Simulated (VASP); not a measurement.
Input of a VASP 6.6.1 run:

INCAR

```
SYSTEM = PbS
ALGO = Normal ; EDIFF = 1E-7
ENCUT = 520 ; GGA = PE
ISIF = 2 ; ISMEAR = 0
LASPH = .True. ; LCHARG = .False.
LREAL = .False. ; LWAVE = .False.
NBANDS = 28 ; NELM = 80
PREC = Accurate ; SIGMA = 0.01
```

File KPOINTS:

```
k-points
0
Gamma
  6 6 4
  0 0 0
```

The input POSCAR:

```
PbS
1.0
    2.9546857060     -2.9689146782      0.2885111679
    2.9546857060      2.9689146782      0.2885111679
   -0.5835654437      0.0000000000      5.9261898233
Pb S
2 2
Direct
    0.7499848511      0.7499848511      0.7500022177
    0.2500151489      0.2500151489      0.2499977823
    0.2500793338      0.2500793338      0.7500269652
    0.7499206662      0.7499206662      0.2499730348
```

Potentials or basis: VASP PAW PBE potentials, release 64 (Pb_d, S).

Run with:

```sh
$ cat potpaw_PBE.64/Pb_d/POTCAR potpaw_PBE.64/S/POTCAR > POTCAR
$ mpirun -np 1 vasp_std > vasp.out
```

Question: Estimate the pressure.

Answer: 1.8 GPa.

Question: Predict the band gap on the k mesh.

Answer: 0.38 eV.

Caveat: spin-orbit coupling is left out, which moves the levels of the heavy elements. A k mesh can miss the band edges.
